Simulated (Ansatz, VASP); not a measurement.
BeCd2S3: VASP beside Ansatz

Contents of INCAR:

```
SYSTEM = BeCd2S3
  ALGO = Normal
  EDIFF = 1E-6
  EDIFFG = -0.01
  ENCUT = 600
  GGA = PE
  IBRION = 2
  ISIF = 3
  ISMEAR = 0
  LASPH = .True.
  LCHARG = .False.
  LREAL = .False.
  LWAVE = .False.
  NELM = 100
  NSW = 100
  PREC = Accurate
  SIGMA = 0.1
```

File KPOINTS:

```
k-points
0
Gamma
  12 12 4
  0 0 0
```

File POSCAR:

```
BeCd2S3
1.0
    4.5404763554      0.0000000000      0.0000000000
   -2.2702381777      3.9321678690      0.0000000000
    0.0000000000      0.0000000000      9.6378883162
Be Cd S
1 2 3
Direct
    0.0000000000      0.0000000000      0.3573643869
    0.0000000000      0.0000000000      0.7932003076
    0.0000000000      0.0000000000      0.1159196454
    0.3333333333      0.6666666667      0.9277552028
    0.6666666667      0.3333333333      0.9277552028
    0.0000000000      0.0000000000      0.5454196046
```

Input for Ansatz:

```yaml
crystal:
  lattice:
    - [4.5404763554, 0.0, 0.0]
    - [-2.2702381777, 3.932167869, 0.0]
    - [0.0, 0.0, 9.6378883162]
  atoms:
    - { symbol: Be, position: [0.0, 0.0, 0.3573643869] }
    - { symbol: Cd, position: [0.0, 0.0, 0.7932003076] }
    - { symbol: Cd, position: [0.0, 0.0, 0.1159196454] }
    - { symbol: S, position: [0.3333333333, 0.6666666667, 0.9277552028] }
    - { symbol: S, position: [0.6666666667, 0.3333333333, 0.9277552028] }
    - { symbol: S, position: [0.0, 0.0, 0.5454196046] }
basis:
  ecutwfc: 420
kpoints:
  mp_grid: { grid: [12, 12, 4] }
hamiltonian:
  xc: pbe
scf:
  occupations: { method: gaussian, width: 0.1 }
output:
  forces: true
  stress: true
  eigenvalues: true
relax:
  adjacent_minimum: "off"
  f_tol: 0.01
  max_steps: 80
  cell: { stress_tol: 0.05 }
```

Alike in both runs: task relaxation of cell and atoms; functional PBE; k mesh 12 × 12 × 4; occupations gaussian, width 0.1 eV; no spin polarisation.

```csv
,VASP,Ansatz
version,VASP 6.6.1,Ansatz 0.2.0
potentials or method,"VASP PAW PBE potentials, release 64 (Be, Cd, S), cutoff 600 eV","scalar-relativistic, plane waves, PAW"
valence electrons in the cell,44,60
```

|  | VASP | Ansatz | Ansatz less VASP |
| --- | --- | --- | --- |
| gap on the k mesh at the Fermi level, each at its own relaxed structure (eV) | none | none | - |
| relaxed volume (Å³/atom) | 28.74 | 28.68 | -0.060 |
| relaxed length of the cell vector where the two differ most in proportion (Å) | 9.679 | 9.665 | -0.0140 |

A gap of «none» marks a metal or a gap that the smearing closes. VASP's potentials hold 44 valence electrons a cell and Ansatz's 60, so a difference there can come from the potentials and not from the codes.
